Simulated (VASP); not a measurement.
# InSb (Fmmm) in VASP: notebook, part 2 of 2

VASP 6.6.1. Earlier steps stand in the parts before.

**4. Single point, PBE**

The input, INCAR:

```
ALGO     = Normal         # electronic algorithm
EDIFF    = 1E-6           # SCF threshold, eV
ENCUT    = 520            # plane-wave cutoff, eV
GGA      = PE             # functional
ISIF     = 2              # what is computed and relaxed
ISMEAR   = 0              # smearing method
LASPH    = T              # aspherical terms in the spheres
LCHARG   = T              # write CHGCAR
LELF     = T              # ELF
LREAL    = F              # projectors in reciprocal space
LVHAR    = T            
LWAVE    = F              # write WAVECAR
NBANDS   = 16             # bands
NELM     = 60             # most SCF steps
PREC     = Accurate       # precision mode
SIGMA    = 0.15           # smearing width, eV
```

The input, KPOINTS:

```
k-points
0
Gamma
  12 12 12
```

The input, POSCAR:

```
InSb
1.0
    0.0000000000      3.6440928005      2.6139062282
    2.9675523650      0.0000000000      2.6139062282
    2.9675523650      3.6440928005      0.0000000000
In Sb
1 1
Direct
    0.0000000000      0.0000000000      0.0000000000
    0.5000000000      0.5000000000      0.5000000000
```

Run with:

```
$ cat potpaw_PBE.64/In_d/POTCAR potpaw_PBE.64/Sb/POTCAR > POTCAR
$ mpirun -np 1 vasp_std > vasp.out
```

Run time: 1.8 min. Hardware: 1 thread of Intel Xeon Platinum 8488C (Sapphire Rapids), shared host; peak memory 0.39 GiB.

Results (log left out):

- Free energy: -5.7322 eV
- Pressure: 11.0 GPa
- Band gap on the k mesh: zero (bands 9 and 10 overlap by 2.92 eV)

Stress tensor (GPa, compression positive):
```
 5.06  0.00  0.00
 0.00 -3.82  0.00
 0.00  0.00 31.62
```

Levels at points of the mesh, in eV from the Fermi level:
```csv
k point,band 6,band 7,band 8,band 9,band 10,band 11,band 12,band 13
"(0.00, 0.00, 0.00)",-11.34,-1.59,0.01,0.19,0.38,3.73,5.13,5.51
"(0.50, 0.00, 0.00)",-9.58,-6.95,-0.57,0.85,0.88,2.44,4.70,5.02
"(0.50, 0.50, 0.00)",-7.73,-4.74,-3.93,-3.88,-1.75,2.83,5.64,9.02
"(0.50, 0.00, 0.50)",-10.23,-4.49,-2.34,-1.03,-0.80,4.08,7.19,8.19
"(0.00, 0.50, 0.50)",-8.32,-4.88,-3.90,-3.18,-0.35,3.68,4.06,8.50
```

Caveat: the cell differs from its parent crystal (strain +e along x and -e along y -0.1100, strain +e along z and -e/2 along x and y -0.1500); the cell stands under pressure; spin-orbit coupling is left out, which moves the levels of the heavy elements.

**5. Single point, PBE**

The input, INCAR:

```
PREC     = Accurate       # precision mode
ENCUT    = 520            # plane-wave cutoff, eV
EDIFF    = 1E-7           # SCF threshold, eV
ISMEAR   = 0              # smearing method
SIGMA    = 0.15           # smearing width, eV
LREAL    = F              # projectors in reciprocal space
LASPH    = T              # aspherical terms in the spheres
NELM     = 60             # most SCF steps
ALGO     = Normal         # electronic algorithm
ISIF     = 2              # what is computed and relaxed
LWAVE    = F              # write WAVECAR
LCHARG   = F              # write CHGCAR
GGA      = PE             # functional
NBANDS   = 16             # bands
```

The input, KPOINTS:

```
Automatic mesh
0
Gamma
  12 12 12
```

The input, POSCAR:

```
InSb
1.0
    0.0000000000      3.5312335551      2.6139062282
    3.0804116104      0.0000000000      2.6139062282
    3.0804116104      3.5312335551      0.0000000000
In Sb
1 1
Direct
    0.0000000000      0.0000000000      0.0000000000
    0.5000000000      0.5000000000      0.5000000000
```

Run with:

```
$ cat potpaw_PBE.64/In_d/POTCAR potpaw_PBE.64/Sb/POTCAR > POTCAR
$ mpirun -np 1 vasp_std > vasp.out
```

Run time: 2.1 min. Hardware: 1 thread of Intel Xeon Platinum 8488C (Sapphire Rapids), shared host; peak memory 0.4 GiB.

The run converged. Its results:

```
Free energy            : -5.8176 eV
Pressure               : 9.4 GPa
Band gap on the k mesh : zero (bands 9 and 10 overlap by 2.98 eV)
```

Stress tensor (GPa, compression positive):
```
 1.32  0.00  0.00
 0.00 -4.03  0.00
 0.00  0.00 30.83
```

Levels at points of the mesh, in eV from the Fermi level:
```csv
k point,band 6,band 7,band 8,band 9,band 10,band 11,band 12,band 13
"(0.00, 0.00, 0.00)",-11.22,-1.67,0.21,0.32,0.54,3.62,5.49,5.67
"(0.50, 0.00, 0.00)",-9.49,-6.82,-0.43,0.55,1.04,2.09,4.80,4.97
"(0.50, 0.50, 0.00)",-7.80,-4.62,-3.83,-3.57,-2.13,2.73,6.35,9.41
"(0.50, 0.00, 0.50)",-9.89,-4.48,-2.58,-1.44,-0.64,4.01,6.38,8.47
"(0.00, 0.50, 0.50)",-8.63,-4.74,-3.60,-2.86,-0.35,3.74,4.33,8.83
```

Caveat: the cell differs from its parent crystal (strain +e along x and -e along y -0.0733, strain +e along z and -e/2 along x and y -0.1500); the cell stands under pressure; spin-orbit coupling is left out, which moves the levels of the heavy elements.

**6. Single point, PBE**

The input, INCAR:

```
SYSTEM = InSb
  ALGO = Normal
  EDIFF = 1E-6
  ENCUT = 520
  GGA = PE
  ISIF = 2
  ISMEAR = 0
  LASPH = .TRUE.
  LCHARG = .TRUE.
  LELF = .TRUE.
  LREAL = .FALSE.
  LVHAR = .TRUE.
  LWAVE = .FALSE.
  NBANDS = 16
  NELM = 100
  PREC = Accurate
  SIGMA = 0.15
```

The input, KPOINTS:

```
k-points
0
G
  12 12 12
  0 0 0
```

The input, POSCAR:

```
InSb
1.0
    0.0000000000      3.0699559854      3.5364613676
    2.6191340407      0.0000000000      3.5364613676
    2.6191340407      3.0699559854      0.0000000000
In Sb
1 1
Direct
    0.0000000000      0.0000000000      0.0000000000
    0.5000000000      0.5000000000      0.5000000000
```

Potentials or basis: VASP PAW PBE potentials, release 64 (In_d, Sb).

Run with:

```
$ cat potpaw_PBE.64/In_d/POTCAR potpaw_PBE.64/Sb/POTCAR > POTCAR
$ mpirun -np 1 vasp_std > vasp.out
```

Wall time 1.9 min (1 thread of Intel Xeon Platinum 8488C (Sapphire Rapids), shared host); peak memory 0.4 GiB.

Results (log left out):

- Free energy: -5.8353 eV
- Pressure: 9.2 GPa
- Band gap on the k mesh: zero (bands 9 and 10 overlap by 2.98 eV)

Stress tensor (GPa, compression positive):
```
30.17  0.00  0.00
 0.00  1.58  0.00
 0.00  0.00 -4.05
```

Levels at points of the mesh, in eV from the Fermi level:
```csv
k point,band 7,band 8,band 9,band 10,band 11,band 12
"(0.00, 0.00, 0.00)",-1.65,0.21,0.28,0.53,3.62,5.58
"(0.50, 0.00, 0.00)",-6.82,-0.43,0.58,1.04,2.12,4.75
"(0.50, 0.50, 0.00)",-4.48,-2.55,-1.43,-0.67,4.00,6.47
"(0.50, 0.00, 0.50)",-4.74,-3.61,-2.90,-0.37,3.72,4.33
"(0.00, 0.50, 0.50)",-4.63,-3.84,-3.59,-2.09,2.74,6.29
```

Caveat: the cell differs from its parent crystal (strain +e along x and -e along y -0.0733, strain +e along z and -e/2 along x and y +0.1500); the cell stands under pressure; spin-orbit coupling is left out, which moves the levels of the heavy elements.

**7. Single point, PBE**

The input, INCAR:

```
SYSTEM = InSb
PREC = Accurate
ENCUT = 520
EDIFF = 1E-6
ISMEAR = 0
SIGMA = 0.15
LREAL = .FALSE.
LASPH = .TRUE.
NELM = 80
ALGO = Normal
ISIF = 2
LWAVE = .FALSE.
LCHARG = .FALSE.
GGA = PE
NBANDS = 16
```

The input, KPOINTS:

```
regular mesh
0
G
  12 12 12
  0 0 0
```

The input, POSCAR:

```
InSb
1.0
    0.0000000000      3.2649226382      2.9214246080
    3.0392041475      0.0000000000      2.9214246080
    3.0392041475      3.2649226382      0.0000000000
In Sb
1 1
Direct
    0.0000000000      0.0000000000      0.0000000000
    0.5000000000      0.5000000000      0.5000000000
```

Run with:

```
$ cat potpaw_PBE.64/In_d/POTCAR potpaw_PBE.64/Sb/POTCAR > POTCAR
$ mpirun -np 1 vasp_std > vasp.out
```

It took 5.2 min on 1 thread of Intel Xeon 8259CL, shared host; peak memory 0.4 GiB.

The run converged. Its results:

```
Free energy            : -6.5820 eV
Pressure               : 1.1 GPa
Band gap on the k mesh : zero (bands 9 and 10 overlap by 2.58 eV)
```

Stress tensor (GPa, compression positive):
```
 0.88  0.00  0.00
 0.00 -3.17  0.00
 0.00  0.00  5.56
```

Levels at points of the mesh, in eV from the Fermi level:
```
           k point  band 7  band 8  band 9  band 10  band 11  band 12
(0.00, 0.00, 0.00)   -0.56   -0.43   -0.11     0.51     4.53     5.84
(0.50, 0.00, 0.00)   -6.41    0.03    0.56     1.72     2.49     3.01
(0.50, 0.50, 0.00)   -4.42   -3.72   -2.67    -1.91     3.08     7.02
(0.50, 0.00, 0.50)   -4.35   -2.70   -2.09    -1.64     3.51     7.86
(0.00, 0.50, 0.50)   -4.41   -3.39   -2.72    -1.51     3.27     6.56
```

Caveat: the cell differs from its parent crystal (strain +e along x and -e along y -0.0367, strain +e along z and -e/2 along x and y -0.0500); spin-orbit coupling is left out, which moves the levels of the heavy elements.

**8. Overview**

```tsv
cell	gap on the mesh (eV)	pressure (GPa)
a = 4.511, b = 4.193, c = 4.361 Å, angles 63.6, 56.4, 60.0°, 2 atoms	none	2.0
a = 4.758, b = 4.335, c = 4.051 Å, angles 69.0, 58.3, 52.7°, 2 atoms	none	14.4
a = 4.485, b = 3.955, c = 4.700 Å, angles 61.7, 50.9, 67.3°, 2 atoms	none	11.0
a = 4.393, b = 4.040, c = 4.686 Å, angles 59.9, 52.7, 67.4°, 2 atoms	none	9.4
a = 4.683, b = 4.401, c = 4.035 Å, angles 67.3, 60.1, 52.6°, 2 atoms	none	9.2
a = 4.381, b = 4.216, c = 4.461 Å, angles 60.6, 56.9, 62.5°, 2 atoms	none	1.1
```

Alike in all rows: task single point; level PBE; potentials or basis VASP PAW PBE potentials, release 64 (In_d, Sb); no spin polarisation; k mesh 12 × 12 × 12; cutoff (eV) 520; smearing gaussian 0.15 eV.

Caveats: spin-orbit coupling is left out, which moves the levels of the heavy elements; the cell stands under pressure (at least some runs).

Total energies depend on the potentials used, so only differences within one code and one set of settings carry meaning.
